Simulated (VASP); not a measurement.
Here is a VASP 6.6.1 calculation.

INCAR

```
PREC = Accurate
ENCUT = 520
EDIFF = 1E-6
ISMEAR = 0
SIGMA = 0.05
LREAL = False
LASPH = True
NELM = 100
ALGO = Normal
ISIF = 2
LWAVE = False
LCHARG = False
GGA = PE
NBANDS = 11
```

The input KPOINTS:

```
regular mesh
0
Gamma
  10 10 10
```

The input POSCAR:

```
BP
1.0
    0.0000000000      2.1782400000      2.4505200000
    2.1782400000      0.0000000000      2.4505200000
    2.1782400000      2.1782400000      0.0000000000
B P
1 1
Direct
    0.0000000000      0.0000000000      0.0000000000
    0.7500000000      0.7500000000      0.7500000000
```

Potentials or basis: VASP PAW PBE potentials, release 64 (B, P).

Command:

```sh
$ cat potpaw_PBE.64/B/POTCAR potpaw_PBE.64/P/POTCAR > POTCAR
$ mpirun -np 1 vasp_std > vasp.out
```

Task: Estimate the pressure.

Result: 1.5 GPa.

Task: What does it give for the band gap on the k mesh?

Result: 0.33 eV, indirect (least direct gap 2.83 eV).

Stress tensor (GPa, compression positive):
```
 13.74   0.00   0.00
  0.00  13.74   0.00
  0.00   0.00 -22.84
```

Caveat: the cell differs from its parent crystal (strain -0.040 along x and y, +0.080 along z). A k mesh can miss the band edges.
